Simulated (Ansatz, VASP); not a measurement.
**Two plane-wave programs on CuO**

The input INCAR:

```
ALGO = Normal ; EDIFF = 1E-6
ENCUT = 520 ; GGA = CA
ISIF = 2 ; ISMEAR = 0
ISPIN = 2 ; LASPH = True
LCHARG = False ; LDAU = True
LDAUJ = 0 0 ; LDAUL = 2 -1
LDAUPRINT = 1 ; LDAUTYPE = 2
LDAUU = 5 0 ; LMAXMIX = 4
LORBIT = 11 ; LREAL = False
LWAVE = False ; MAGMOM = 1 1 -1 -1 0 0 0 0
NBANDS = 48 ; NELM = 150
PREC = Accurate ; SIGMA = 0.05
```

File KPOINTS:

```
k-points
0
Gamma
  7 7 2
```

The input POSCAR:

```
CuO
1.0
    3.1795331000      0.0000000000      0.0000000000
   -1.5897665500      2.7535564400      0.0000000000
    0.0000000000      0.0000000000      8.8629814600
Cu O
4 4
Direct
    0.0000000000      0.0000000000      0.0000000000
    0.0000000000      0.0000000000      0.2500000000
    0.0000000000      0.0000000000      0.5000000000
    0.0000000000      0.0000000000      0.7500000000
    0.3333333333      0.6666666667      0.1250000000
    0.6666666667      0.3333333333      0.3750000000
    0.3333333333      0.6666666667      0.6250000000
    0.6666666667      0.3333333333      0.8750000000
```

Input for Ansatz:

```yaml
crystal:
  lattice:
    - [3.1795331, 0.0, 0.0]
    - [-1.58976655, 2.75355644, 0.0]
    - [0.0, 0.0, 8.86298146]
  atoms:
    - { symbol: Cu, position: [0.0, 0.0, 0.0], spin: 1.0 }
    - { symbol: Cu, position: [0.0, 0.0, 0.25], spin: 1.0 }
    - { symbol: O, position: [0.3333333333, 0.6666666667, 0.125] }
    - { symbol: O, position: [0.6666666667, 0.3333333333, 0.375] }
    - { symbol: Cu, position: [0.0, 0.0, 0.5], spin: -1.0 }
    - { symbol: Cu, position: [0.0, 0.0, 0.75], spin: -1.0 }
    - { symbol: O, position: [0.3333333333, 0.6666666667, 0.625] }
    - { symbol: O, position: [0.6666666667, 0.3333333333, 0.875] }
basis:
  ecutwfc: 420
  ecutrho_ratio: 4
kpoints:
  mp_grid: { grid: [7, 7, 2] }
hamiltonian:
  xc: lda
  hubbard:
    sites:
      - { site: 0, l: d, u_eff: 5.0 }
      - { site: 1, l: d, u_eff: 5.0 }
      - { site: 4, l: d, u_eff: 5.0 }
      - { site: 5, l: d, u_eff: 5.0 }
scf:
  occupations: { method: gaussian, width: 0.05 }
  lower_state_search: "off"
  max_iter: 150
output:
  forces: true
  stress: true
  eigenvalues: true
  populations: true
  hubbard:
    sites:
      - { site: 0, l: d }
      - { site: 1, l: d }
      - { site: 4, l: d }
      - { site: 5, l: d }
magnetization:
  spin_polarized: true
```

Alike in both runs: task single point; functional LDA; k mesh 7 × 7 × 2; occupations gaussian, width 0.05 eV; collinear spin; Hubbard terms Cu d U = 5.0 eV.

|  | VASP | Ansatz |
| --- | --- | --- |
| version | VASP 6.6.1 | Ansatz 0.2.0 |
| potentials or method | VASP PAW LDA potentials, release 64 (Cu, O), cutoff 520 eV | scalar-relativistic, plane waves, PAW |
| valence electrons in the cell | 68 | 100 |

```csv
,VASP,Ansatz,Ansatz less VASP
gap on the k mesh at the Fermi level (eV),none,none,-
pressure (GPa),-14.1,-6.9,+7.24
rms of the force components (eV/Å),0.026,0.022,-0.0039
net moment per atom (μB),0.00,0.00,0.000
size of the moment on the site where the two differ most (μB),0.33,0.25,-0.073
```

LDA's correlation is that of Perdew and Zunger in VASP and of Perdew and Wang (1992) in Ansatz. Site moments also hang on the region over which each program counts them. The programs project onto different local orbitals, so the same U acts differently, and such runs can settle in different states. A gap of «none» marks a metal or a gap that the smearing closes. VASP's potentials hold 68 valence electrons a cell and Ansatz's 100, so a difference there can come from the potentials and not from the codes. Ansatz's warnings: filled band counts differ across k points.
